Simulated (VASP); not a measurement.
A run of VASP 6.6.1:

INCAR

```
SYSTEM = Zr12H8C15
PREC = Accurate
ENCUT = 520
EDIFF = 1E-6
ISMEAR = 0
SIGMA = 0.1
LREAL = Auto
LASPH = .TRUE.
NELM = 100
ALGO = Normal
ISIF = 2
LWAVE = .FALSE.
LCHARG = .FALSE.
LDIPOL = .TRUE.
IDIPOL = 3
DIPOL = 0.5 0.5 0.448
GGA = PE
IVDW = 12
NBANDS = 129
```

The input KPOINTS:

```
Automatic mesh
0
G
  3 3 1
  0 0 0
```

File POSCAR:

```
Zr12H8C15
1.0
    6.6085416874      0.0000000000      0.0000000000
    0.0000000000      6.6085416874      0.0000000000
    0.0000000000      0.0000000000     26.9862446409
Zr C H
12 15 8
Direct
    0.5000000000      0.5000000000      0.2964473237
    0.5000000000      0.0000000000      0.2964473237
    0.0000000000      0.5000000000      0.2964473237
    0.0000000000      0.0000000000      0.2964473237
    0.7501143883      0.7497652746      0.3809284329
    0.7501327409      0.2502759259      0.3809142056
    0.2497709961      0.7497436866      0.3809084323
    0.2497528817      0.2502974271      0.3809057315
    0.0000242095     -0.0000232040      0.4641859709
   -0.0002517781      0.5001447562      0.4649697905
    0.4997677998      0.0000057189      0.4643437510
    0.4998430042      0.4999278623      0.4644049137
    0.2500000000      0.2500000000      0.2964473237
    0.2500000000      0.7500000000      0.2964473237
    0.7500000000      0.2500000000      0.2964473237
    0.7500000000      0.7500000000      0.2964473237
    0.4999800242      0.5000415456      0.3805841912
    0.5000172366     -0.0000583259      0.3804949325
   -0.0001509264      0.5000577615      0.3804614861
   -0.0001154596     -0.0000633445      0.3805377540
    0.7498075755      0.7501198880      0.4668745878
    0.7495822411      0.2496042504      0.4669768989
    0.2500401446      0.7502774101      0.4669185151
    0.2500527142      0.2494604828      0.4663629742
    0.2907602596      0.1874573119      0.6060297564
    0.2700298548      0.4125209809      0.5946380012
    0.0534334224      0.4740384986      0.5821805788
    0.4470331008      0.1467347246      0.6157408574
    0.1922348679      0.1420084752      0.6369236286
    0.2475099809      0.0975377527      0.5733302884
    0.3684377455      0.4498232281      0.5628462371
    0.3263207337      0.5038926968      0.6258190280
    0.0454993551      0.6295878388      0.5676781543
   -0.0127002548      0.3679265106      0.5548272128
   -0.0467772812      0.4658481010      0.6146563875
```

Potentials or basis: VASP PAW PBE potentials, release 64 (Zr_sv, C, H).

Launch:

```bash
$ cat potpaw_PBE.64/Zr_sv/POTCAR potpaw_PBE.64/C/POTCAR potpaw_PBE.64/H/POTCAR > POTCAR
$ mpirun -np 1 vasp_std > vasp.out
```

Hardware: 1 thread of Intel(R) Xeon(R) Platinum 8488C (Sapphire Rapids) (shared host).

Estimate the wall time of this run.

Run time: 41 min on 1 thread of Intel(R) Xeon(R) Platinum 8488C (Sapphire Rapids) (shared host), peak memory 1.2 GiB. Counts: scf iterations 31, k points 5.
